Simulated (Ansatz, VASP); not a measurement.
## Re in VASP and in Ansatz

Contents of INCAR:

```
SYSTEM = Re
ALGO = Normal
EDIFF = 1E-6
ENCUT = 520
GGA = PS
ISIF = 2
ISMEAR = -1
LASPH = .TRUE.
LCHARG = .TRUE.
LELF = .TRUE.
LREAL = .FALSE.
LVHAR = .TRUE.
LWAVE = .FALSE.
NBANDS = 10
NELM = 100
PREC = Accurate
SIGMA = 0.05
```

KPOINTS

```
k-points
0
G
  14 14 14
  0 0 0
```

Contents of POSCAR:

```
Re
1.0
    0.0000000000      1.9617445670      1.9617445670
    1.9617445670      0.0000000000      1.9617445670
    1.9617445670      1.9617445670      0.0000000000
Re
1
Direct
    0.0000000000      0.0000000000      0.0000000000
```

Input for Ansatz:

```yaml
crystal:
  lattice:
    - [0.0, 1.961744567, 1.961744567]
    - [1.961744567, 0.0, 1.961744567]
    - [1.961744567, 1.961744567, 0.0]
  atoms:
    - { symbol: Re, position: [0.0, 0.0, 0.0] }
kpoints:
  mp_grid: { grid: [14, 14, 14] }
  band_path:
    path:
      - [0.0, 0.0, 0.0]
      - [0.5, 0.0, 0.5]
      - [0.625, 0.25, 0.625]
      - [0.375, 0.375, 0.75]
      - [0.0, 0.0, 0.0]
      - [0.5, 0.5, 0.5]
      - [0.5, 0.25, 0.75]
      - [0.5, 0.0, 0.5]
    npoints: 5
scf:
  occupations: { method: fermi_dirac, width: 0.05 }
hamiltonian:
  xc: pbesol
  pseudopotentials: { kind: all_electron, lapw: { basis_error: 0.00025 } }
output:
  forces: true
  stress: true
  eigenvalues: true
```

Change from the starting cell: volume scaled by 0.98.

Alike in both runs: task single point; functional PBEsol; k mesh 14 × 14 × 14; occupations fermi-dirac, width 0.05 eV; no spin polarisation.

|  | VASP | Ansatz |
| --- | --- | --- |
| version | VASP 6.6.1 | Ansatz 0.2.0 |
| potentials or method | VASP PAW PBE potentials, release 64 (Re), cutoff 520 eV | all-electron LAPW, scalar-relativistic |

```tsv
	VASP	Ansatz	Ansatz less VASP
pressure (GPa)	-12.4	-12.0	+0.41
```

VASP's potentials were made for PBE, not for PBEsol. Ansatz ran all-electron here, and VASP with PAW potentials.

Spin-orbit coupling is off throughout.
